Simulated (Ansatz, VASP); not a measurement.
SnTe in VASP and in Ansatz

The input INCAR:

```
PREC     = Accurate       # precision mode
ENCUT    = 520            # plane-wave cutoff, eV
EDIFF    = 1E-6           # SCF threshold, eV
ISMEAR   = -1             # smearing method
SIGMA    = 0.08           # smearing width, eV
LREAL    = False          # projectors in reciprocal space
LASPH    = True           # aspherical terms in the spheres
NELM     = 60             # most SCF steps
ALGO     = Normal         # electronic algorithm
ISIF     = 2              # what is computed and relaxed
LWAVE    = False          # write WAVECAR
LCHARG   = False          # write CHGCAR
GGA      = PE             # functional
NBANDS   = 17             # bands
```

File KPOINTS:

```
regular mesh
0
Gamma
  11 11 11
```

POSCAR

```
SnTe
1.0
    0.0000000000      3.1565000000      3.1880650000
    3.1565000000      0.0000000000      3.1880650000
    3.1565000000      3.1565000000      0.0000000000
Sn Te
1 1
Direct
    0.0000000000      0.0000000000      0.0000000000
    0.5000000000      0.5000000000      0.5000000000
```

Input for Ansatz:

```yaml
crystal:
  lattice:
    - [0.0, 3.1565, 3.188065]
    - [3.1565, 0.0, 3.188065]
    - [3.1565, 3.1565, 0.0]
  atoms:
    - { symbol: Sn, position: [0.0, 0.0, 0.0] }
    - { symbol: Te, position: [0.5, 0.5, 0.5] }
kpoints:
  mp_grid: { grid: [11, 11, 11] }
  band_path:
    path:
      - [0.0, 0.0, 0.0]
      - [0.0, 0.5, 0.5]
      - [0.25, 0.75, 0.5]
      - [0.0, 0.5, 0.0]
      - [0.0, 0.0, 0.0]
      - [0.5, 0.5, 0.0]
      - [0.3725370062, 0.6274629938, 0.0]
      - [-0.3725370062, 0.3725370062, 0.0]
      - [0.0, 0.0, 0.0]
    npoints: 5
scf:
  occupations: { method: fermi_dirac, width: 0.08 }
hamiltonian:
  xc: pbe
  pseudopotentials: { kind: all_electron, lapw: { basis_error: 0.00025 } }
output:
  forces: true
  stress: true
  eigenvalues: true
```

Change from the starting cell: zz strain of +1 %.

Alike in both runs: task single point; functional PBE; k mesh 11 × 11 × 11; occupations fermi-dirac, width 0.08 eV; no spin polarisation.

```csv
,VASP,Ansatz
version,VASP 6.6.1,Ansatz 0.2.0
potentials or method,"VASP PAW PBE potentials, release 64 (Sn_d, Te), cutoff 520 eV","all-electron LAPW, scalar-relativistic"
```

|  | VASP | Ansatz | Ansatz less VASP |
| --- | --- | --- | --- |
| pressure (GPa) | 1.5 | 1.6 | +0.07 |
| traceless stress, the component that is largest in VASP (GPa) | -0.84 | -0.84 | +0.001 |

Ansatz ran all-electron here, and VASP with PAW potentials.

Neither program's run includes spin-orbit coupling.
